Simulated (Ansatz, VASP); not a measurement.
## CsH in VASP and in Ansatz

File INCAR:

```
SYSTEM = CsH
  PREC = Accurate
  ENCUT = 520
  EDIFF = 1E-6
  ISMEAR = 0
  SIGMA = 0.05
  LREAL = .False.
  LASPH = .True.
  NELM = 100
  ALGO = Normal
  ISIF = 2
  LWAVE = .False.
  LCHARG = .True.
  LELF = .True.
  LVHAR = .True.
  NBANDS = 12
```

Contents of KPOINTS:

```
Automatic mesh
0
Gamma
  8 8 8
  0 0 0
```

Contents of POSCAR:

```
CsH
1.0
    0.0199250000      3.1880000000      3.1880000000
    3.2079250000      0.0000000000      3.2079250000
    3.1880000000      3.1880000000      0.0199250000
Cs H
1 1
Direct
    0.0000000000      0.0000000000      0.0000000000
    0.5000000000      0.5000000000      0.5000000000
```

Input for Ansatz:

```yaml
crystal:
  lattice:
    - [0.019925, 3.188, 3.188]
    - [3.207925, 0.0, 3.207925]
    - [3.188, 3.188, 0.019925]
  atoms:
    - { symbol: Cs, position: [0.0, 0.0, 0.0] }
    - { symbol: H, position: [0.5, 0.5, 0.5] }
basis:
  ecutwfc: 420
kpoints:
  mp_grid: { grid: [8, 8, 8] }
hamiltonian:
  xc: lda
scf:
  occupations: { method: gaussian, width: 0.05 }
output:
  forces: true
  stress: true
  eigenvalues: true
```

Change from the starting cell: strain +0.0125 x Voigt [0, 0, 0, 0, 1, 0], atoms carried along.

Alike in both runs: task single point; functional LDA; k mesh 8 × 8 × 8; occupations gaussian, width 0.05 eV; no spin polarisation.

|  | VASP | Ansatz |
| --- | --- | --- |
| version | VASP 6.6.1 | Ansatz 0.2.0 |
| potentials or method | VASP PAW LDA potentials, release 64 (Cs_sv, H), cutoff 520 eV | scalar-relativistic, plane waves, PAW |
| valence electrons in the cell | 10 | 10 |

|  | VASP | Ansatz | Ansatz less VASP |
| --- | --- | --- | --- |
| gap on the k mesh at the Fermi level (eV) | 1.93 | 1.95 | +0.018 |
| least direct gap on the mesh (eV) | 1.94 | 1.95 | +0.018 |
| pressure (GPa) | -1.2 | -1.3 | -0.02 |
| traceless stress, the component that is largest in VASP (GPa) | -0.07 | -0.07 | 0.000 |

LDA's correlation is that of Perdew and Zunger in VASP and of Perdew and Wang (1992) in Ansatz.

Spin-orbit coupling is off throughout.
